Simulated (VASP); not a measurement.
# SiNi3 (Pm-3m) in VASP: notebook

The runs below take SiNi3 through single point, relaxation of cell and atoms, with r2SCAN.

Everything below comes from runs of VASP 6.6.1. Logs are shortened: lines on timing, memory, paths and dates and some standing lists are left out, and cuts for length are marked.

### Step 1. The cell of the first run

It takes space group Pm-3m (No. 221, cubic). Conventional cell: a = 3.465 Å, b = 3.465 Å, c = 3.465 Å, α = 90.00°, β = 90.00°, γ = 90.00°. Si (site symmetry m-3m) has 12 Ni at 2.45 Å within 3.2 Å. Ni (site symmetry 4/mmm) has 4 Si at 2.45 Å and 8 Ni at 2.45 Å within 3.2 Å.

### Step 2. Single point, r2SCAN, collinear spin, ferromagnetic start

Input file POSCAR:

```
SiNi3
1.0
    3.4647898347      0.0000000000      0.0000000000
    0.0000000000      3.4647898347      0.0000000000
    0.0000000000      0.0000000000      3.4647898347
Si Ni
1 3
Direct
    0.0000000000      0.0000000000      0.0000000000
    0.0000000000      0.5000000000      0.5000000000
    0.5000000000      0.0000000000      0.5000000000
    0.5000000000      0.5000000000      0.0000000000
```

Input file INCAR.step1:

```
PREC = Accurate
ENCUT = 520
ISMEAR = 1
SIGMA = 0.05
LREAL = False
LASPH = True
NELM = 150
ISPIN = 2
MAGMOM = 0 1.5 1.5 1.5
LMAXMIX = 4
NBANDS = 29
GGA = PE
ALGO = Normal
EDIFF = 1E-4
LWAVE = True
LCHARG = False
```

Input file INCAR.step2:

```
PREC = Accurate
ENCUT = 520
EDIFF = 1E-6
ISMEAR = 1
SIGMA = 0.05
LREAL = False
LASPH = True
NELM = 150
ALGO = Normal
ISIF = 2
LWAVE = False
LCHARG = False
ISPIN = 2
MAGMOM = 0 1.5 1.5 1.5
LORBIT = 11
LMAXMIX = 4
METAGGA = R2SCAN
LMIXTAU = True
NBANDS = 29
ISTART = 1
```

Input file KPOINTS:

```
Automatic mesh
0
Gamma
  5 5 5
```

Potentials or basis: VASP PAW PBE potentials, release 64 (Si, Ni).

The run is started by

```console
> cat potpaw_PBE.64/Si/POTCAR potpaw_PBE.64/Ni/POTCAR > POTCAR
> cp INCAR.step1 INCAR
> mpirun -np 1 vasp_std > vasp.out
> cp INCAR.step2 INCAR
> mpirun -np 1 vasp_std > vasp.out
```

OUTCAR:

```text
PREC = Accurate
   ENCUT = 520
   EDIFF = 1E-6
   ISMEAR = 1
   LREAL = False
   LASPH = True
   NELM = 150
   ISIF = 2
   ISPIN = 2
   LORBIT = 11
   METAGGA = R2SCAN
   ISTART = 1

 ion  position               nearest neighbor table
   1  0.000  0.000  0.000-   2 2.45   3 2.45   4 2.45   2 2.45   3 2.45   2 2.45   4 2.45   2 2.45
                             3 2.45   4 2.45   3 2.45   4 2.45
   2  0.000  0.500  0.500-   1 2.45   3 2.45   4 2.45   1 2.45   4 2.45   1 2.45   3 2.45   1 2.45
                             3 2.45   4 2.45   4 2.45   3 2.45
   3  0.500  0.000  0.500-   1 2.45   2 2.45   4 2.45   1 2.45   4 2.45   2 2.45   4 2.45   4 2.45
                             1 2.45   2 2.45   1 2.45   2 2.45
   4  0.500  0.500  0.000-   1 2.45   2 2.45   3 2.45   2 2.45   3 2.45   1 2.45   3 2.45   3 2.45
                             1 2.45   2 2.45   2 2.45   1 2.45

  LATTYP: Found a simple cubic cell.
 ALAT       =     3.4647898347

  Lattice vectors:

 A1 = (   3.4647898347,   0.0000000000,   0.0000000000)
 A2 = (   0.0000000000,   3.4647898347,   0.0000000000)
 A3 = (   0.0000000000,   0.0000000000,   3.4647898347)

Analysis of symmetry for initial positions (statically):
=====================================================================
 Subroutine PRICEL returns:
 Original cell was already a primitive cell.

 Routine SETGRP: Setting up the symmetry group for a
 simple cubic supercell.

 Subroutine GETGRP returns: Found 48 space group operations
 (whereof 48 operations were pure point group operations)
 out of a pool of 48 trial point group operations.

The static configuration has the point symmetry O_h .

Analysis of symmetry for dynamics (positions and initial velocities):
=====================================================================
 Subroutine PRICEL returns:
 Original cell was already a primitive cell.

 Routine SETGRP: Setting up the symmetry group for a
 simple cubic supercell.

 Subroutine GETGRP returns: Found 48 space group operations
 (whereof 48 operations were pure point group operations)
 out of a pool of 48 trial point group operations.

The dynamic configuration has the point symmetry O_h .

Analysis of structural, dynamic, and magnetic symmetry:
=====================================================================
 Subroutine PRICEL returns:
 Original cell was already a primitive cell.

 Routine SETGRP: Setting up the symmetry group for a
 simple cubic supercell.

 Subroutine GETGRP returns: Found 48 space group operations
 (whereof 48 operations were pure point group operations)
 out of a pool of 48 trial point group operations.

The overall configuration has the point symmetry O_h .

 Subroutine INISYM returns: Found 48 space group operations
 (whereof 48 operations are pure point group operations),
 and found     1 'primitive' translations

----------------------------------------------------------------------------------------

                                     Primitive cell

  volume of cell :      41.5940

  direct lattice vectors                    reciprocal lattice vectors
     3.464789835  0.000000000  0.000000000     0.288617794  0.000000000  0.000000000
     0.000000000  3.464789835  0.000000000     0.000000000  0.288617794  0.000000000
     0.000000000  0.000000000  3.464789835     0.000000000  0.000000000  0.288617794

  length of vectors
     3.464789835  3.464789835  3.464789835     0.288617794  0.288617794  0.288617794

  position of ions in fractional coordinates (direct lattice)
     0.000000000  0.000000000  0.000000000
     0.000000000  0.500000000  0.500000000
     0.500000000  0.000000000  0.500000000
     0.500000000  0.500000000  0.000000000

  ion indices of the primitive-cell ions
   primitive index   ion index
                 1           1
                 2           2
                 3           3
                 4           4

[... 22 lines left out ...]
 ===========================================

 Found     10 irreducible k-points:

 Following reciprocal coordinates:
            Coordinates               Weight
  0.000000  0.000000  0.000000      1.000000
  0.200000  0.000000  0.000000      6.000000
  0.400000  0.000000  0.000000      6.000000
  0.200000  0.200000  0.000000     12.000000
  0.400000  0.200000  0.000000     24.000000
  0.400000  0.400000  0.000000     12.000000
  0.200000  0.200000  0.200000      8.000000
  0.400000  0.200000  0.200000     24.000000
  0.400000  0.400000  0.200000     24.000000
  0.400000  0.400000  0.400000      8.000000
   k-points           NKPTS =     10   k-points in BZ     NKDIM =     10   number of bands    NBANDS=     29
   number of dos      NEDOS =    301   number of ions     NIONS =      4
   total plane-waves  NPLWV =  21952
   dimension x,y,z NGX =    28 NGY =   28 NGZ =   28
   dimension x,y,z NGXF=    56 NGYF=   56 NGZF=   56
   ions per type =               1   3
   NGX,Y,Z   is equivalent  to a cutoff of  13.43, 13.43, 13.43 a.u.
   NGXF,Y,Z  is equivalent  to a cutoff of  26.87, 26.87, 26.87 a.u.
 SYSTEM =  unknown system
   PREC   = accura    normal or accurate (medium, high low for compatibility)
   ISTART =      1    job   : 0-new  1-cont  2-samecut
   ICHARG =      0    charge: 1-file 2-atom 10-const
   ISPIN  =      2    spin polarized calculation?
   LNONCOLLINEAR =      F non collinear calculations
   LSORBIT =      F    spin-orbit coupling
   LASPH  =      T    aspherical Exc in radial PAW
   ENCUT  =  520.0 eV  38.22 Ry    6.18 a.u.   6.44  6.44  6.44*2*pi/ulx,y,z
   NELM   =    150;   NELMIN=  2; NELMDL=  0     # of ELM steps
   EDIFF  = 0.1E-05   stopping-criterion for ELM
   LREAL  =      F    real-space projection
   EDIFFG = 0.1E-04   stopping-criterion for IOM
   NSW    =      0    number of steps for IOM
   IBRION =     -1    ionic relax: 0-MD 1-quasi-New 2-CG
   NFREE  =      0    steps in history (QN), initial steepest desc. (CG)
   ISIF   =      2    stress and relaxation
   ISYM   =      2    0-nonsym 1-usesym 2-fastsym
   POTIM  = 0.5000    time-step for ionic-motion
   TEBEG  =    0.0;   TEEND  =   0.0 temperature during run
   PSTRESS=    0.0 pullay stress
   NELECT =      34.0000    total number of electrons
   NUPDOWN=      -1.0000    fix difference up-down
   EMIN   =  10.00;   EMAX   =-10.00  energy-range for DOS
   EFERMI =   0.00;   METHOD = LEGACY
   ISMEAR =     1;   SIGMA  =   0.05  broadening in eV -4-tet -1-fermi 0-gaus
   EFERMI_NEDOS =   21; number of points for ismear=-14 and -15
   IALGO  =     38    algorithm
   IMIX   =      4    mixing-type and parameters
     AMIX     =   0.40;   BMIX     =  1.00
     AMIX_MAG =   1.60;   BMIX_MAG =  1.00
  volume/ion in A,a.u.               =      10.40        70.17
  Fermi-wavevector in a.u.,A,eV,Ry     =   1.530703  2.892609 31.879149  2.343051
  Thomas-Fermi vector in A             =   2.638149
   LORBIT       =     11    0 simple, 1 ext, 2 COOP (PROOUT), +10 PAW based schemes
   METAGGA = R2SCAN    functional components
   LHFCALC =     F    Hartree Fock is set to
   AEXX    =    0.0000 exact exchange contribution
   IVDW    =     0    specifies the selected vdW correction
   LEPSILON=     F    determine dielectric tensor
   LRPA    =     F    only Hartree local field effects (RPA)
 spin polarized calculation
 Methfessel and Paxton  Order N= 1 SIGMA  =   0.05
  energy-cutoff  :      520.00
  volume of cell :       41.59
 maximum number of plane-waves:      1141
 NGX is ok and might be reduce to    28
   NGX = 13   NGY = 13   NGZ = 13

 number of electron      33.9999970 magnetization       0.0001636

 number of electron      33.9999970 magnetization      -0.0012334

 Free energy of the ion-electron system (eV)
  ---------------------------------------------------
  ext. energy  EPLUGINS =         0.00000000
  ---------------------------------------------------
  free energy    TOTEN  =       -46.37798296 eV

  energy without entropy =      -46.37744089  energy(sigma->0) =      -46.37780227

 E-fermi :  10.9374     XC(G=0): -14.4158

 val. band max:       10.9184896265   @ k =   0.4000   0.4000   0.4000
 cond. band min:      11.0408174910   @ k =   0.0000   0.0000   0.0000
 fundamental gap:      0.1223278645
 Fermi energy:        10.9374180435

 spin component 1

 k-point     1 :       0.0000    0.0000    0.0000
  band No.  band energies     occupation
      1      -1.7651      1.00000
      2       5.6814      1.00000
      3       6.5875      1.00000
      4       6.5875      1.00000
      5       7.1617      1.00000
      6       7.1617      1.00000
[... 309 lines left out ...]
     28      30.8608      0.00000
     29      31.0726      0.00000
 Fermi energy:        10.9374180435

 spin component 2

 k-point     1 :       0.0000    0.0000    0.0000
  band No.  band energies     occupation
      1      -1.7651      1.00000
      2       5.6813      1.00000
      3       6.5869      1.00000
      4       6.5869      1.00000
      5       7.1612      1.00000
      6       7.1612      1.00000
[... 309 lines left out ...]
     28      30.8607      0.00000
     29      31.0726      0.00000

------------------------ aborting loop because EDIFF is reached ----------------------------------------

  FORCE on cell =-STRESS in cart. coord.  units (eV):
  Direction    XX          YY          ZZ          XY          YZ          ZX
  --------------------------------------------------------------------------------------
  -------------------------------------------------------------------------------------
  Total        0.0463379      0.0463379      0.0463379      0.0000000      0.0000000     -0.0000000
  in kB        1.7849101      1.7849101      1.7849101      0.0000000      0.0000000     -0.0000000
  external PRESSURE =       1.7849101 kB  Pullay stress =       0.0000000 kB

 VOLUME and BASIS-vectors are now :
 -----------------------------------------------------------------------------
  energy-cutoff  :      520.00
  volume of cell :       41.59
      direct lattice vectors                 reciprocal lattice vectors
     3.464789835  0.000000000  0.000000000     0.288617794  0.000000000  0.000000000
     0.000000000  3.464789835  0.000000000     0.000000000  0.288617794  0.000000000
     0.000000000  0.000000000  3.464789835     0.000000000  0.000000000  0.288617794

 POSITION                                       TOTAL-FORCE (eV/Angst)
 -----------------------------------------------------------------------------------
      0.00000      0.00000      0.00000         0.000000      0.000000      0.000000
      0.00000      1.73239      1.73239         0.000000      0.000000      0.000000
      1.73239      0.00000      1.73239         0.000000      0.000000      0.000000
      1.73239      1.73239      0.00000         0.000000      0.000000      0.000000
 -----------------------------------------------------------------------------------
    total drift:                                0.000000      0.000000      0.000000

  FREE ENERGIE OF THE ION-ELECTRON SYSTEM (eV)
  ---------------------------------------------------
  free  energy   TOTEN  =       -46.3779829565 eV

  energy  without entropy=      -46.3774408911  energy(sigma->0) =      -46.37780227

 total charge

# of ion       s       p       d       tot
------------------------------------------
    1        0.718   0.854   0.000   1.571
    2        0.513   0.632   8.437   9.583
    3        0.513   0.632   8.437   9.583
    4        0.513   0.632   8.437   9.583
--------------------------------------------------
tot          2.258   2.750  25.311  30.319

 magnetization (x)

# of ion       s       p       d       tot
------------------------------------------
    1       -0.000  -0.000   0.000  -0.000
    2        0.000   0.000  -0.000  -0.000
    3        0.000   0.000  -0.000  -0.000
    4        0.000   0.000  -0.000  -0.000
--------------------------------------------------
tot          0.000   0.000  -0.001  -0.001
```

It took 56 s on 1 thread of Intel Xeon 6975P-C (Granite Rapids), shared host; peak memory 0.18 GiB.

Results:

| Property | Result |
| --- | --- |
| Free energy | -46.3780 eV |
| Pressure | 0.2 GPa |
| Band gap on the k mesh | zero (filled and empty bands overlap) |
| Net moment | 0.00 μB per cell |
| Valence electrons inside the program's atomic spheres | Si 1.57; Ni 9.58 |

Caveat: the k points lie up to 0.36 Å⁻¹ apart; the PAW data sets were made with another functional, which shifts forces and pressure a little.

### Step 3. Relaxation of cell and atoms, r2SCAN, collinear spin, ferromagnetic start

This run uses another cell than the first one, of 11.11 Å³/atom.

Input file POSCAR:

```
SiNi3
1.0
    3.5420000000      0.0000000000      0.0000000000
    0.0000000000      3.5420000000      0.0000000000
    0.0000000000      0.0000000000      3.5420000000
Si Ni
1 3
Direct
    0.0000000000      0.0000000000      0.0000000000
    0.0000000000      0.5000000000      0.5000000000
    0.5000000000      0.0000000000      0.5000000000
    0.5000000000      0.5000000000      0.0000000000
```

Input file INCAR.step1:

```
PREC = Accurate ; ENCUT = 600
ISMEAR = 1 ; SIGMA = 0.05
LREAL = False ; LASPH = True
NELM = 150 ; ISPIN = 2
MAGMOM = 0 1.5 1.5 1.5 ; LMAXMIX = 4
GGA = PE ; ALGO = Normal
EDIFF = 1E-4 ; LWAVE = True
LCHARG = False
```

Input file INCAR.step2:

```
PREC = Accurate ; ENCUT = 600
EDIFF = 1E-6 ; ISMEAR = 1
SIGMA = 0.05 ; LREAL = False
LASPH = True ; NELM = 150
ALGO = Normal ; ISIF = 3
LWAVE = False ; LCHARG = False
ISPIN = 2 ; MAGMOM = 0 1.5 1.5 1.5
LORBIT = 11 ; LMAXMIX = 4
METAGGA = R2SCAN ; LMIXTAU = True
IBRION = 2 ; NSW = 80
EDIFFG = -0.02 ; ISTART = 1
```

KPOINTS is that of step 2.

Potentials or basis: VASP PAW PBE potentials, release 64 (Si, Ni).

The run is started by

```console
> cat potpaw_PBE.64/Si/POTCAR potpaw_PBE.64/Ni/POTCAR > POTCAR
> cp INCAR.step1 INCAR
> mpirun -np 1 vasp_std > vasp.out
> cp INCAR.step2 INCAR
> mpirun -np 1 vasp_std > vasp.out
```

Run time: 2.1 min. Hardware: 1 thread of Intel Xeon 6975P-C (Granite Rapids), shared host; peak memory 0.19 GiB.

It converged, with:

- Free energy: -46.3826 eV
- Relaxed volume: 10.41 Å³/atom
- Relaxed cell: a = 3.466 Å, b = 3.466 Å, c = 3.466 Å, α = 90.00°, β = 90.00°, γ = 90.00°
- Space group after relaxing (to 0.1 Å): Pm-3m (No. 221)
- Energy gained by relaxing: 31.6 meV/atom
- Ionic steps: 3
- Pressure after relaxing: -0.1 GPa
- Band gap on the k mesh: zero (filled and empty bands overlap)
- Net moment: -0.03 μB per cell
- Valence electrons inside the program's atomic spheres: Si 1.57; Ni 9.58

The path:
```tsv
step	energy change (eV)	largest force (eV/Å)	pressure (GPa)	volume (Å³)
1	0.0000	0.0000	-13.43	44.44
2	0.0440	0.0000	20.29	38.71
3	-0.1263	0.0000	-0.09	41.64
```

Final structure:
```
Si Ni
1.0
     3.46605    0.00000    0.00000
     0.00000    3.46605    0.00000
     0.00000    0.00000    3.46605
Si Ni
1 3
Direct
  0.00000 0.00000 0.00000
  0.00000 0.50000 0.50000
  0.50000 0.00000 0.50000
  0.50000 0.50000 0.00000
```

Levels at points of the mesh, in eV from the Fermi level:
Spin up:
| k point | band 15 | band 16 | band 17 | band 18 | band 19 | band 20 |
| --- | --- | --- | --- | --- | --- | --- |
| (0.00, 0.00, 0.00) | -0.71 | -0.28 | 0.11 | 0.11 | 0.11 | 5.67 |
Spin down:
```
           k point  band 15  band 16  band 17  band 18  band 19  band 20
(0.00, 0.00, 0.00)    -0.72    -0.31     0.09     0.09     0.09     5.67
```

Caveat: the PAW data sets were made with another functional, which shifts forces and pressure a little.
